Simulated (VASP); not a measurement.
A run of VASP 6.6.1 is set up as follows.

File INCAR:

```
PREC = Accurate
ENCUT = 520
EDIFF = 1E-6
ISMEAR = -1
SIGMA = 0.05
LREAL = False
LASPH = True
NELM = 60
ALGO = Normal
ISIF = 2
LWAVE = False
LCHARG = False
GGA = PS
NBANDS = 28
```

File KPOINTS:

```
regular mesh
0
Gamma
  4 4 6
```

Contents of POSCAR:

```
La2O3
1.0
    6.3034049953      0.0000000000      0.0000000000
   -3.1517024977      5.4589088563      0.0000000000
    0.0000000000      0.0000000000      3.2521152224
La O
2 3
Direct
    0.6666666667      0.3333333333      0.5000000000
    0.3333333333      0.6666666667      0.5000000000
    0.5002891687      0.0000000000      0.0000000000
    0.0000000000      0.5002891687      0.0000000000
    0.4997108313      0.4997108313      0.0000000000
```

Potentials or basis: VASP PAW PBE potentials, release 64 (La, O).

Run with:

```bash
$ cat potpaw_PBE.64/La/POTCAR potpaw_PBE.64/O/POTCAR > POTCAR
$ mpirun -np 1 vasp_std > vasp.out
```

(1) What does it give for the pressure?

(2) Estimate the band gap on the k mesh.

## Answers

(1) -0.2 GPa.

(2) 1.39 eV, indirect (least direct gap 1.93 eV).

Caveat: the PAW data sets were made with another functional, which shifts forces and pressure a little; spin-orbit coupling is left out, which moves the levels of the heavy elements.
